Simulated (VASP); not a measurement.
Set up this calculation in VASP 6.6.1, as the native input.

```
Task                   : single point
Functional             : PBE
Potentials or basis    : VASP PAW PBE potentials, release 64 (In_d, B, As)
Cutoff                 : 520 eV
k mesh                 : 4 × 4 × 4
Occupations            : gaussian, width 0.1 eV
Spin                   : no spin polarisation
Dipole correction      : no
Further INCAR settings : ALGO = Normal; EDIFF = 1e-07; NBANDS = 26
```

The structure of InB2As3 lies in POSCAR:

```
InB2As3
1.0
    2.5085963500     -5.3073865500      0.0000000000
    2.5085963500      5.3073865500      0.0000000000
    0.0000000000      0.0000000000      3.9505947300
In B As
1 2 3
Direct
    0.0000000000      0.0000000000      0.0000000000
    0.6549724500      0.3450275500      0.5000000000
    0.3450275500      0.6549724500      0.5000000000
    0.1453886600      0.8546113400      0.5000000000
    0.8546113400      0.1453886600      0.5000000000
    0.5000000000      0.5000000000      0.0000000000
```

The cell was generated, and may not be a known phase.

These files were run (other wordings do the same):

INCAR

```
SYSTEM = InB2As3
  PREC = Accurate
  ENCUT = 520
  EDIFF = 1E-7
  ISMEAR = 0
  SIGMA = 0.1
  LREAL = .False.
  LASPH = .True.
  NELM = 80
  ALGO = Normal
  ISIF = 2
  LWAVE = .False.
  LCHARG = .False.
  GGA = PE
  NBANDS = 26
```

KPOINTS

```
regular mesh
0
Gamma
  4 4 4
  0 0 0
```

Potentials or basis: VASP PAW PBE potentials, release 64 (In_d, B, As).

The run is started by

```sh
$ cat potpaw_PBE.64/In_d/POTCAR potpaw_PBE.64/B/POTCAR potpaw_PBE.64/As/POTCAR > POTCAR
$ mpirun -np 1 vasp_std > vasp.out
```

Results of the run:

The pressure is 8.3 GPa and the largest force is 3.470 eV/Å. The band gap on the k mesh is zero (bands 17 and 18 overlap by 1.57 eV).

Caveat: the k points lie up to 0.40 Å⁻¹ apart, too coarse for converged energies and pressures of a metal; spin-orbit coupling is left out, which moves the levels of the heavy elements; forces of over 1 eV/Å act on the atoms, so gaps and moduli don't describe the material at rest.

Wall time 42 s on 1 thread of Intel(R) Xeon(R) 6975P-C (Granite Rapids), on a shared host, peak memory 0.27 GiB.
